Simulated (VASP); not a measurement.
# TiC (Fm-3m) in VASP: vibrations by perturbation theory with LDA

Aim: the vibrations by perturbation theory of TiC with LDA.

Everything below comes from runs of VASP 6.6.1. Logs are shortened: lines on timing, memory, paths and dates and some standing lists are left out, and cuts for length are marked.

## Step 1: The cell of the first run

It takes space group Fm-3m (No. 225, cubic). Conventional cell: a = 4.261 Å, b = 4.261 Å, c = 4.261 Å, α = 90.00°, β = 90.00°, γ = 90.00°. Ti (site symmetry m-3m) has 6 C at 2.13 Å within 2.8 Å. C (site symmetry m-3m) has 6 Ti at 2.13 Å within 2.8 Å.

## Step 2: Vibrations by perturbation theory, LDA

Contents of INCAR:

```
SYSTEM = TiC
PREC     = Accurate       ! precision mode
ENCUT    = 520            ! plane-wave cutoff, eV
EDIFF    = 1E-8           ! SCF threshold, eV
ISMEAR   = -1             ! smearing method
SIGMA    = 0.15           ! smearing width, eV
LREAL    = .FALSE.        ! projectors in reciprocal space
LASPH    = .TRUE.         ! aspherical terms in the spheres
NELM     = 80             ! most SCF steps
ALGO     = Normal         ! electronic algorithm
ISIF     = 2              ! what is computed and relaxed
LWAVE    = .FALSE.        ! write WAVECAR
LCHARG   = .TRUE.         ! write CHGCAR
NBANDS   = 15             ! bands
IBRION   = 8              ! ionic algorithm
NSW      = 1              ! ionic steps
```

Contents of KPOINTS:

```
Automatic mesh
0
G
  16 16 16
  0 0 0
```

Contents of POSCAR:

```
TiC
1.0
    0.0000000000      2.1305996452      2.1305996452
    2.1305996452      0.0000000000      2.1305996452
    2.1305996452      2.1305996452      0.0000000000
Ti C
1 1
Direct
    0.0000000000      0.0000000000      0.0000000000
    0.5000000000      0.5000000000      0.5000000000
```

Potentials or basis: VASP PAW LDA potentials, release 64 (Ti_sv, C).

Started as:

```console
$ cat potpaw_LDA.64/Ti_sv/POTCAR potpaw_LDA.64/C/POTCAR > POTCAR
$ mpirun -np 1 vasp_std > vasp.out
```

OUTCAR:

```text
SYSTEM = TiC
   PREC = Accurate
   ENCUT = 520
   EDIFF = 1E-8
   ISMEAR = -1
   LREAL = .FALSE.
   LASPH = .TRUE.
   NELM = 80
   ISIF = 2
   IBRION = 8
   NSW = 1

 ion  position               nearest neighbor table
   1  0.000  0.000  0.000-   2 2.13   2 2.13   2 2.13   2 2.13   2 2.13   2 2.13
   2  0.500  0.500  0.500-   1 2.13   1 2.13   1 2.13   1 2.13   1 2.13   1 2.13

  LATTYP: Found a face centered cubic cell.
 ALAT       =     4.2611992904

  Lattice vectors:

 A1 = (   0.0000000000,   2.1305996452,   2.1305996452)
 A2 = (   2.1305996452,   0.0000000000,   2.1305996452)
 A3 = (   2.1305996452,   2.1305996452,   0.0000000000)

Analysis of symmetry for initial positions (statically):
=====================================================================
 Subroutine PRICEL returns:
 Original cell was already a primitive cell.

 Routine SETGRP: Setting up the symmetry group for a
 face centered cubic supercell.

 Subroutine GETGRP returns: Found 48 space group operations
 (whereof 48 operations were pure point group operations)
 out of a pool of 48 trial point group operations.

The static configuration has the point symmetry O_h .

Analysis of symmetry for dynamics (positions and initial velocities):
=====================================================================
 Subroutine PRICEL returns:
 Original cell was already a primitive cell.

 Routine SETGRP: Setting up the symmetry group for a
 face centered cubic supercell.

 Subroutine GETGRP returns: Found 48 space group operations
 (whereof 48 operations were pure point group operations)
 out of a pool of 48 trial point group operations.

The dynamic configuration has the point symmetry O_h .

 Subroutine INISYM returns: Found 48 space group operations
 (whereof 48 operations are pure point group operations),
 and found     1 'primitive' translations

----------------------------------------------------------------------------------------

                                     Primitive cell

  volume of cell :      19.3435

  direct lattice vectors                    reciprocal lattice vectors
     0.000000000  2.130599645  2.130599645    -0.234675717  0.234675717  0.234675717
     2.130599645  0.000000000  2.130599645     0.234675717 -0.234675717  0.234675717
     2.130599645  2.130599645  0.000000000     0.234675717  0.234675717 -0.234675717

  length of vectors
     3.013122914  3.013122914  3.013122914     0.406470266  0.406470266  0.406470266

  position of ions in fractional coordinates (direct lattice)
     0.000000000  0.000000000  0.000000000
     0.500000000  0.500000000  0.500000000

  ion indices of the primitive-cell ions
   primitive index   ion index
                 1           1
                 2           2

----------------------------------------------------------------------------------------

 KPOINTS: Automatic mesh

Automatic generation of k-mesh.
 Grid dimensions read from file:
 generate k-points for:   16   16   16

 Generating k-lattice:

  Cartesian coordinates                     Fractional coordinates (reciprocal lattice)
    -0.014667232  0.014667232  0.014667232     0.062500000  0.000000000  0.000000000
     0.014667232 -0.014667232  0.014667232     0.000000000  0.062500000  0.000000000
     0.014667232  0.014667232 -0.014667232     0.000000000  0.000000000  0.062500000

  Length of vectors
     0.025404392  0.025404392  0.025404392

  Shift w.r.t. Gamma in fractional coordinates (k-lattice)
     0.000000000  0.000000000  0.000000000

 Subroutine IBZKPT returns following result:
[... 78 lines left out ...]
   LEPSILON=     F    determine dielectric tensor
   LRPA    =     F    only Hartree local field effects (RPA)
 non-spin polarized calculation
  energy-cutoff  :      520.00
  volume of cell :       19.34
 maximum number of plane-waves:       544
   NGX = 11   NGY = 11   NGZ = 11

--------------------------------------- Ionic step        1  -------------------------------------------

 number of electron      16.0000003 magnetization

 Free energy of the ion-electron system (eV)
  ---------------------------------------------------
  ext. energy  EPLUGINS =         0.00000000
  ---------------------------------------------------
  free energy    TOTEN  =       -20.55024196 eV

  energy without entropy =      -20.52573516  energy(sigma->0) =      -20.53798856

 E-fermi :   9.8092     XC(G=0): -13.2305

 val. band max:        9.7921360022   @ k =   0.1250   0.0625   0.0000
 cond. band min:       9.8594758760   @ k =   0.5000   0.5000   0.0000
 fundamental gap:      0.0673398738
 Fermi energy:         9.8092397672

 k-point     1 :       0.0000    0.0000    0.0000
  band No.  band energies     occupation
      1     -45.9133      2.00000
      2     -22.2898      2.00000
      3     -22.2898      2.00000
      4     -22.2898      2.00000
      5      -2.6093      2.00000
      6      10.4723      0.02377
      7      10.4723      0.02377
      8      10.4723      0.02377
      9      11.5739      0.00002
     10      11.5739      0.00002
     11      11.5739      0.00002
     12      11.6433      0.00001
     13      11.6433      0.00001
     14      21.1681      0.00000
[... 401 lines left out ...]
      2     -22.3482      2.00000
      3     -22.3058      2.00000
      4     -22.2911      2.00000
      5      -2.3592      2.00000
      6       9.5763      1.65071
      7       9.7369      1.23652
      8       9.7847      1.08165
      9      10.5912      0.01083
     10      11.2470      0.00014
     11      12.1788      0.00000
     12      12.8153      0.00000
     13      13.7131      0.00000
     14      21.5416      0.00000
     15      24.2104      0.00000

 [... further k-points ...]
[... 5 lines left out ...]
  --------------------------------------------------------------------------------------
  -------------------------------------------------------------------------------------
  Total        0.0868101      0.0868101      0.0868101      0.0000000     -0.0000000      0.0000000
  in kB        7.1902690      7.1902690      7.1902690      0.0000000     -0.0000000      0.0000000
  external PRESSURE =       7.1902690 kB  Pullay stress =       0.0000000 kB

 VOLUME and BASIS-vectors are now :
 -----------------------------------------------------------------------------
  energy-cutoff  :      520.00
  volume of cell :       19.34
      direct lattice vectors                 reciprocal lattice vectors
     0.000000000  2.130599645  2.130599645    -0.234675717  0.234675717  0.234675717
     2.130599645  0.000000000  2.130599645     0.234675717 -0.234675717  0.234675717
     2.130599645  2.130599645  0.000000000     0.234675717  0.234675717 -0.234675717

 POSITION                                       TOTAL-FORCE (eV/Angst)
 -----------------------------------------------------------------------------------
      0.00000      0.00000      0.00000        -0.000000     -0.000000      0.000000
      2.13060      2.13060      2.13060         0.000000      0.000000     -0.000000
 -----------------------------------------------------------------------------------
    total drift:                                0.000000     -0.000000     -0.000000

  FREE ENERGIE OF THE ION-ELECTRON SYSTEM (eV)
  ---------------------------------------------------
  free  energy   TOTEN  =       -20.5502419601 eV

  energy  without entropy=      -20.5257351606  energy(sigma->0) =      -20.53798856

[... ionic steps 2 to 3 ...]

--------------------------------------- Ionic step        4  -------------------------------------------

------------------------ aborting loop because EDIFF is reached ----------------------------------------

[... ionic steps 5 to 6 ...]

--------------------------------------- Ionic step        7  -------------------------------------------

 Free energy of the ion-electron system (eV)
  ---------------------------------------------------
  ---------------------------------------------------
  free energy    TOTEN  =        -0.11792466 eV

  energy without entropy =       -0.11792466

------------------------ aborting loop because EDIFF is reached ----------------------------------------

 INTERNAL STRAIN TENSOR  FOR ION    2  DIRECTION 1   (eV/Angst):
 -----------------------------------------------------------------------------
    -0.00970 -0.00000  0.00000
     0.00000  0.00384  0.00000
    -0.00000  0.00000  0.00384

 INTERNAL STRAIN TENSOR FOR ION    2 for displacements in x,y,z  (eV/Angst):
          X           Y           Z          XY          YZ          ZX
  --------------------------------------------------------------------------------
  x     0.00000     0.00000     0.00000     0.00000     0.00000     0.00000
  y     0.00000     0.00000     0.00000     0.00000     0.00000     0.00000
  z     0.00000     0.00000     0.00000     0.00000     0.00000     0.00000

 SECOND DERIVATIVES (NOT SYMMETRIZED)
 ------------------------------------
               1X          1Y          1Z          2X          2Y          2Z
  1X   -10.923866    0.000000    0.000000   10.923866    0.000000    0.000000
  1Y     0.000000  -10.923866    0.000000    0.000000   10.923866    0.000000
  1Z     0.000000    0.000000  -10.923866    0.000000    0.000000   10.923866
  2X    10.898417    0.000000    0.000000  -10.898417    0.000000    0.000000
  2Y     0.000000   10.898417    0.000000    0.000000  -10.898417    0.000000
  2Z     0.000000    0.000000   10.898417    0.000000    0.000000  -10.898417

 Eigenvectors and eigenvalues of the dynamical matrix
 ----------------------------------------------------

   1 f  =   16.658975 THz   104.671428 2PiTHz  555.683598 cm-1    68.895954 meV
             X         Y         Z           dx          dy          dz
      0.000000  0.000000  0.000000     0.448243    0.000000   -0.000000
      2.130600  2.130600  2.130600    -0.893912   -0.000000   -0.000000
[... 21 lines left out ...]
   6 f/i=    0.007784 THz     0.048910 2PiTHz    0.259653 cm-1     0.032193 meV
             X         Y         Z           dx          dy          dz
      0.000000  0.000000  0.000000    -0.121827    0.560416   -0.685690
      2.130600  2.130600  2.130600    -0.061089    0.281015   -0.343832

--------------------------------------------------------------------------------------------------------

 ELASTIC MODULI CONTR FROM IONIC RELAXATION (kBar)
 Direction    XX          YY          ZZ          XY          YZ          ZX
 --------------------------------------------------------------------------------
 XX           0.0000      0.0000      0.0000      0.0000      0.0000      0.0000
 YY           0.0000      0.0000      0.0000      0.0000      0.0000      0.0000
 ZZ           0.0000      0.0000      0.0000      0.0000      0.0000      0.0000
 XY           0.0000      0.0000      0.0000      0.0000      0.0000      0.0000
 YZ           0.0000      0.0000      0.0000      0.0000      0.0000      0.0000
 ZX           0.0000      0.0000      0.0000      0.0000      0.0000      0.0000
 --------------------------------------------------------------------------------
```

Run time: 7.7 min. Hardware: 1 thread of Intel Xeon 8259CL, shared host; peak memory 0.36 GiB.

Results:

- Highest phonon frequency at Γ: 556 cm⁻¹

Phonon frequencies in cm⁻¹ (negative: imaginary):
| q point | frequencies |
| --- | --- |
| (0.000, 0.000, 0.000) | 0 0 0 556 556 556 |
